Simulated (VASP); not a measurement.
Set up this calculation in VASP 6.6.1, as the native input.

```yaml
Task: single point
Functional: PBE
Potentials_or_basis: VASP PAW PBE potentials, release 64 (P)
Cutoff: 520 eV
k_mesh: 6 × 6 × 5
Occupations: gaussian, width 0.05 eV
Spin: no spin polarisation
Dipole_correction: no
Further_INCAR_settings: ALGO = Normal; EDIFF = 1e-06; NBANDS = 18
```

The structure of P lies in POSCAR:

```
P
1.0
    1.6357891447     -5.1711534775      0.0000000000
    1.6357891447      5.1711534775      0.0000000000
    0.0000000000      0.0000000000      4.3201130148
P
4
Direct
    0.8983800000      0.1016200000      0.0806800000
    0.6016200000      0.3983800000      0.5806800000
    0.1016200000      0.8983800000      0.9193200000
    0.3983800000      0.6016200000      0.4193200000
```

These files were run (other wordings do the same):

INCAR

```
ALGO     = Normal         # electronic algorithm
EDIFF    = 1E-6           # SCF threshold, eV
ENCUT    = 520            # plane-wave cutoff, eV
GGA      = PE             # functional
ISIF     = 2              # what is computed and relaxed
ISMEAR   = 0              # smearing method
LASPH    = True           # aspherical terms in the spheres
LCHARG   = True           # write CHGCAR
LELF     = True           # ELF
LREAL    = False          # projectors in reciprocal space
LVHAR    = True         
LWAVE    = False          # write WAVECAR
NBANDS   = 18             # bands
NELM     = 60             # most SCF steps
PREC     = Accurate       # precision mode
SIGMA    = 0.05           # smearing width, eV
```

KPOINTS

```
k-points
0
Gamma
  6 6 5
```

Potentials or basis: VASP PAW PBE potentials, release 64 (P).

The run is started by

```bash
$ cat potpaw_PBE.64/P/POTCAR > POTCAR
$ mpirun -np 1 vasp_std > vasp.out
```

It gave:

```json
{"Pressure": "5.5 GPa", "Largest force": "0.402 eV/Å", "Band gap on the k mesh": "0.11 eV, indirect (least direct gap 0.39 eV)"}
```

It took 83 s on 1 thread of AMD EPYC 7R43 64-Core Processor (Zen 3), with other jobs on the host, peak memory 0.18 GiB.
